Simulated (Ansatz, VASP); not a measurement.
## Two plane-wave programs on TiH2

Contents of INCAR:

```
SYSTEM = TiH2
PREC     = Accurate       ! precision mode
ENCUT    = 520            ! plane-wave cutoff, eV
EDIFF    = 1E-6           ! SCF threshold, eV
ISMEAR   = 0              ! smearing method
SIGMA    = 0.15           ! smearing width, eV
LREAL    = .False.        ! projectors in reciprocal space
LASPH    = .True.         ! aspherical terms in the spheres
NELM     = 60             ! most SCF steps
ALGO     = Normal         ! electronic algorithm
ISIF     = 2              ! what is computed and relaxed
LWAVE    = .False.        ! write WAVECAR
LCHARG   = .True.         ! write CHGCAR
GGA      = PS             ! functional
LELF     = .True.         ! ELF
LVHAR    = .True.       
NBANDS   = 14             ! bands
```

Contents of KPOINTS:

```
Automatic mesh
0
Gamma
  20 20 20
  0 0 0
```

Contents of POSCAR:

```
TiH2
1.0
   -1.5965000000      1.5965000000      2.1335000000
    1.5965000000     -1.5965000000      2.1335000000
    1.5965000000      1.5965000000     -2.1335000000
Ti H
1 2
Direct
    0.0292945864      0.0292945864      0.0000000000
    0.7500000000      0.2500000000      0.5000000000
    0.2500000000      0.7500000000      0.5000000000
```

Input for Ansatz:

```yaml
crystal:
  lattice:
    - [-1.5965, 1.5965, 2.1335]
    - [1.5965, -1.5965, 2.1335]
    - [1.5965, 1.5965, -2.1335]
  atoms:
    - { symbol: Ti, position: [0.0292945864, 0.0292945864, 0.0] }
    - { symbol: H, position: [0.75, 0.25, 0.5] }
    - { symbol: H, position: [0.25, 0.75, 0.5] }
basis:
  ecutwfc: 420
kpoints:
  mp_grid: { grid: [20, 20, 20] }
hamiltonian:
  xc: pbesol
scf:
  occupations: { method: gaussian, width: 0.15 }
output:
  forces: true
  stress: true
  eigenvalues: true
```

Change from the starting cell: all Ti atoms moved +0.125 Å, as atom 1 along Cartesian [0 0 1].

Alike in both runs: task single point; functional PBEsol; k mesh 20 × 20 × 20; occupations gaussian, width 0.15 eV; no spin polarisation.

|  | VASP | Ansatz |
| --- | --- | --- |
| version | VASP 6.6.1 | Ansatz 0.2.0 |
| potentials or method | VASP PAW PBE potentials, release 64 (Ti_sv, H), cutoff 520 eV | scalar-relativistic, plane waves, PAW |
| valence electrons in the cell | 14 | 14 |

|  | VASP | Ansatz | Ansatz less VASP |
| --- | --- | --- | --- |
| gap on the k mesh at the Fermi level (eV) | none | none | - |
| pressure (GPa) | -4.5 | -4.5 | -0.02 |
| traceless stress, the component that is largest in VASP (GPa) | -0.43 | -0.42 | +0.012 |
| rms of the force components (eV/Å) | 0.464 | 0.463 | -0.0006 |

VASP's potentials were made for PBE, not for PBEsol. Atom by atom the forces differ by 0.001 eV/Å (rms over components). A gap of «none» marks a metal or a gap that the smearing closes. With one functional, cell and mesh, what is left measures potentials, basis and numerics.
